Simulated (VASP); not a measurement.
# HfO2 (Fm-3m) in VASP: notebook

The runs below take HfO2 through single point, with PBEsol.

All numbers are computed with VASP 6.6.1; they aren't measurements. Logs are shortened: lines on timing, memory, paths and dates and some standing lists are left out, and cuts for length are marked.

**1. The cell of the first run**

Symmetry: Fm-3m, No. 225, cubic system. Conventional cell: a = 5.011 Å, b = 5.011 Å, c = 5.011 Å, α = 90.00°, β = 90.00°, γ = 90.00°. Hf (site symmetry m-3m) has 8 O at 2.17 Å within 2.9 Å. Within 2.9 Å of O (site symmetry -43m) lie 4 Hf at 2.17 Å and 6 O at 2.51 Å.

**2. Single point, PBEsol**

Input file INCAR:

```
SYSTEM = HfO2
ALGO = Normal ; EDIFF = 1E-6
ENCUT = 520 ; GGA = PS
ISIF = 2 ; ISMEAR = 0
LASPH = .True. ; LCHARG = .False.
LREAL = .False. ; LWAVE = .False.
NBANDS = 18 ; NELM = 80
PREC = Accurate ; SIGMA = 0.01
```

Input file KPOINTS:

```
k-points
0
Gamma
  6 6 6
  0 0 0
```

Input file POSCAR:

```
HfO2
1.0
    0.0000000000      2.5052914730      2.5052914730
    2.5052914730      0.0000000000      2.5052914730
    2.5052914730      2.5052914730      0.0000000000
Hf O
1 2
Direct
    0.0000000000      0.0000000000      0.0000000000
    0.2500000000      0.2500000000      0.2500000000
    0.7500000000      0.7500000000      0.7500000000
```

Potentials or basis: VASP PAW PBE potentials, release 64 (Hf_pv, O).

On the command line:

```console
cat potpaw_PBE.64/Hf_pv/POTCAR potpaw_PBE.64/O/POTCAR > POTCAR
mpirun -np 1 vasp_std > vasp.out
```

OUTCAR:

```text
SYSTEM = HfO2
   EDIFF = 1E-6
   ENCUT = 520
   GGA = PS
   ISIF = 2
   ISMEAR = 0
   LASPH = .True.
   LREAL = .False.
   NELM = 80
   PREC = Accurate

 ion  position               nearest neighbor table
   1  0.000  0.000  0.000-   2 2.17   3 2.17   3 2.17   3 2.17   3 2.17   2 2.17   2 2.17   2 2.17

   2  0.250  0.250  0.250-   1 2.17   1 2.17   1 2.17   1 2.17
   3  0.750  0.750  0.750-   1 2.17   1 2.17   1 2.17   1 2.17

  LATTYP: Found a face centered cubic cell.
 ALAT       =     5.0105829460

  Lattice vectors:

 A1 = (   0.0000000000,   2.5052914730,   2.5052914730)
 A2 = (   2.5052914730,   0.0000000000,   2.5052914730)
 A3 = (   2.5052914730,   2.5052914730,   0.0000000000)

Analysis of symmetry for initial positions (statically):
=====================================================================
 Subroutine PRICEL returns:
 Original cell was already a primitive cell.

 Routine SETGRP: Setting up the symmetry group for a
 face centered cubic supercell.

 Subroutine GETGRP returns: Found 48 space group operations
 (whereof 48 operations were pure point group operations)
 out of a pool of 48 trial point group operations.

The static configuration has the point symmetry O_h .

Analysis of symmetry for dynamics (positions and initial velocities):
=====================================================================
 Subroutine PRICEL returns:
 Original cell was already a primitive cell.

 Routine SETGRP: Setting up the symmetry group for a
 face centered cubic supercell.

 Subroutine GETGRP returns: Found 48 space group operations
 (whereof 48 operations were pure point group operations)
 out of a pool of 48 trial point group operations.

The dynamic configuration has the point symmetry O_h .

 Subroutine INISYM returns: Found 48 space group operations
 (whereof 48 operations are pure point group operations),
 and found     1 'primitive' translations

----------------------------------------------------------------------------------------

                                     Primitive cell

  volume of cell :      31.4489

  direct lattice vectors                    reciprocal lattice vectors
     0.000000000  2.505291473  2.505291473    -0.199577576  0.199577576  0.199577576
[... 74 lines left out ...]
   LNONCOLLINEAR =      F non collinear calculations
   LSORBIT =      F    spin-orbit coupling
   LASPH  =      T    aspherical Exc in radial PAW
   ENCUT  =  520.0 eV  38.22 Ry    6.18 a.u.   6.59  6.59  6.59*2*pi/ulx,y,z
   NELM   =     80;   NELMIN=  2; NELMDL= -5     # of ELM steps
   EDIFF  = 0.1E-05   stopping-criterion for ELM
   LREAL  =      F    real-space projection
   EDIFFG = 0.1E-04   stopping-criterion for IOM
   NSW    =      0    number of steps for IOM
   IBRION =     -1    ionic relax: 0-MD 1-quasi-New 2-CG
   NFREE  =      0    steps in history (QN), initial steepest desc. (CG)
   ISIF   =      2    stress and relaxation
   ISYM   =      2    0-nonsym 1-usesym 2-fastsym
   POTIM  = 0.5000    time-step for ionic-motion
   TEBEG  =    0.0;   TEEND  =   0.0 temperature during run
   PSTRESS=    0.0 pullay stress
   NELECT =      22.0000    total number of electrons
   NUPDOWN=      -1.0000    fix difference up-down
   EMIN   =  10.00;   EMAX   =-10.00  energy-range for DOS
   EFERMI =   0.00;   METHOD = LEGACY
   ISMEAR =     0;   SIGMA  =   0.01  broadening in eV -4-tet -1-fermi 0-gaus
   EFERMI_NEDOS =   21; number of points for ismear=-14 and -15
   IALGO  =     38    algorithm
   IMIX   =      4    mixing-type and parameters
     AMIX     =   0.40;   BMIX     =  1.00
     AMIX_MAG =   1.60;   BMIX_MAG =  1.00
  volume/ion in A,a.u.               =      10.48        70.74
  Fermi-wavevector in a.u.,A,eV,Ry     =   1.453274  2.746289 28.735572  2.112005
  Thomas-Fermi vector in A             =   2.570559
   LORBIT       =      0    0 simple, 1 ext, 2 COOP (PROOUT), +10 PAW based schemes
   GGA     = PS    functional components
   LHFCALC =     F    Hartree Fock is set to
   AEXX    =    0.0000 exact exchange contribution
   IVDW    =     0    specifies the selected vdW correction
   LEPSILON=     F    determine dielectric tensor
   LRPA    =     F    only Hartree local field effects (RPA)
 non-spin polarized calculation
 Gauss-broadening in eV      SIGMA  =   0.01
  energy-cutoff  :      520.00
  volume of cell :       31.45
 maximum number of plane-waves:       869
 NGX is ok and might be reduce to    28
   NGX = 13   NGY = 13   NGZ = 13

 number of electron      21.9999998 magnetization

 Free energy of the ion-electron system (eV)
  ---------------------------------------------------
  ext. energy  EPLUGINS =         0.00000000
  ---------------------------------------------------
  free energy    TOTEN  =       -31.63585449 eV

  energy without entropy =      -31.63585449  energy(sigma->0) =      -31.63585449

 E-fermi :   4.5672     XC(G=0): -12.2948

 val. band max:        4.4389115915   @ k =   0.5000   0.5000   0.0000
 cond. band min:       8.2007113524   @ k =   0.5000   0.5000   0.0000
 fundamental gap:      3.7617997609
 Fermi energy:         4.5672116997

 k-point     1 :       0.0000    0.0000    0.0000
  band No.  band energies     occupation
      1     -25.0281      2.00000
      2     -25.0281      2.00000
      3     -25.0281      2.00000
      4     -14.4751      2.00000
      5     -11.1930      2.00000
      6      -1.1852      2.00000
[... 313 lines left out ...]
      5     -12.1891      2.00000
      6      -1.7174      2.00000
[... 10 lines left out ...]
     17      17.6205      0.00000
     18      18.1140      0.00000

------------------------ aborting loop because EDIFF is reached ----------------------------------------

  FORCE on cell =-STRESS in cart. coord.  units (eV):
  Direction    XX          YY          ZZ          XY          YZ          ZX
  --------------------------------------------------------------------------------------
  -------------------------------------------------------------------------------------
  Total        0.3114005      0.3114005      0.3114005      0.0000000      0.0000000     -0.0000000
  in kB       15.8644522     15.8644522     15.8644522      0.0000000      0.0000000     -0.0000000
  external PRESSURE =      15.8644522 kB  Pullay stress =       0.0000000 kB

 VOLUME and BASIS-vectors are now :
 -----------------------------------------------------------------------------
  energy-cutoff  :      520.00
  volume of cell :       31.45
      direct lattice vectors                 reciprocal lattice vectors
     0.000000000  2.505291473  2.505291473    -0.199577576  0.199577576  0.199577576
     2.505291473  0.000000000  2.505291473     0.199577576 -0.199577576  0.199577576
     2.505291473  2.505291473  0.000000000     0.199577576  0.199577576 -0.199577576

 POSITION                                       TOTAL-FORCE (eV/Angst)
 -----------------------------------------------------------------------------------
      0.00000      0.00000      0.00000         0.000000     -0.000000      0.000000
      1.25265      1.25265      1.25265         0.000000      0.000000      0.000000
      3.75794      3.75794      3.75794        -0.000000     -0.000000     -0.000000
 -----------------------------------------------------------------------------------
    total drift:                                0.000000      0.000000      0.000000

  FREE ENERGIE OF THE ION-ELECTRON SYSTEM (eV)
  ---------------------------------------------------
  free  energy   TOTEN  =       -31.6358544886 eV

  energy  without entropy=      -31.6358544886  energy(sigma->0) =      -31.63585449
```

Run time: 18 s. Hardware: 1 thread of Intel Xeon 8259CL, shared host; peak memory 0.16 GiB.

What came out:

```
Free energy            : -31.6359 eV
Pressure               : 1.6 GPa
Band gap on the k mesh : 3.76 eV, direct
```

Levels at points of the mesh, in eV from the valence-band top:
```tsv
k point	band 9	band 10	band 11	band 12	band 13	band 14
(0.00, 0.00, 0.00)	-0.63	-0.63	-0.63	3.86	3.86	5.93
(0.50, 0.00, 0.00)	-2.86	-1.89	-1.89	4.65	4.65	7.29
(0.50, 0.50, 0.00)	-1.61	-1.61	0.00	3.76	5.62	6.92
```

Caveat: the PAW data sets were made with another functional, which shifts forces and pressure a little; spin-orbit coupling is left out, which moves the levels of the heavy elements.

**3. Single point, PBEsol**

This run uses another cell than the first one, of 10.71 Å³/atom, 1.021 times its volume.

Input file INCAR:

```
SYSTEM = HfO2
PREC = Accurate
ENCUT = 520
EDIFF = 1E-7
ISMEAR = 0
SIGMA = 0.01
LREAL = .FALSE.
LASPH = .TRUE.
NELM = 100
ALGO = Normal
ISIF = 2
LWAVE = .FALSE.
LCHARG = .FALSE.
GGA = PS
NBANDS = 18
```

Input file KPOINTS:

```
Automatic mesh
0
G
  6 6 6
  0 0 0
```

Input file POSCAR:

```
HfO2
1.0
    0.0000000000      2.5229349520      2.5229349520
    2.5229349520      0.0000000000      2.5229349520
    2.5229349520      2.5229349520      0.0000000000
Hf O
1 2
Direct
    0.0000000000      0.0000000000      0.0000000000
    0.2500000000      0.2500000000      0.2500000000
    0.7500000000      0.7500000000      0.7500000000
```

Potentials or basis: VASP PAW PBE potentials, release 64 (Hf_pv, O).

On the command line:

```console
cat potpaw_PBE.64/Hf_pv/POTCAR potpaw_PBE.64/O/POTCAR > POTCAR
mpirun -np 1 vasp_std > vasp.out
```

Run time: 22 s. Hardware: 1 thread of Intel Xeon 8259CL, shared host; peak memory 0.16 GiB.

The run converged. Its results:

| Property | Result |
| --- | --- |
| Free energy | -31.6314 eV |
| Pressure | -4.0 GPa |
| Band gap on the k mesh | 3.71 eV, direct |

Levels at points of the mesh, in eV from the valence-band top:
| k point | band 8 | band 9 | band 10 | band 11 | band 12 | band 13 | band 14 | band 15 |
| --- | --- | --- | --- | --- | --- | --- | --- | --- |
| (0.00, 0.00, 0.00) | -5.49 | -0.62 | -0.62 | -0.62 | 3.81 | 3.81 | 5.76 | 10.60 |
| (0.50, 0.00, 0.00) | -3.11 | -2.81 | -1.87 | -1.87 | 4.57 | 4.57 | 7.09 | 8.89 |
| (0.50, 0.50, 0.00) | -3.54 | -1.57 | -1.57 | 0.00 | 3.71 | 5.51 | 6.73 | 8.26 |

Caveat: the PAW data sets were made with another functional, which shifts forces and pressure a little; spin-orbit coupling is left out, which moves the levels of the heavy elements. A hybrid or GW would open this gap; PBEsol tends to underestimate it.
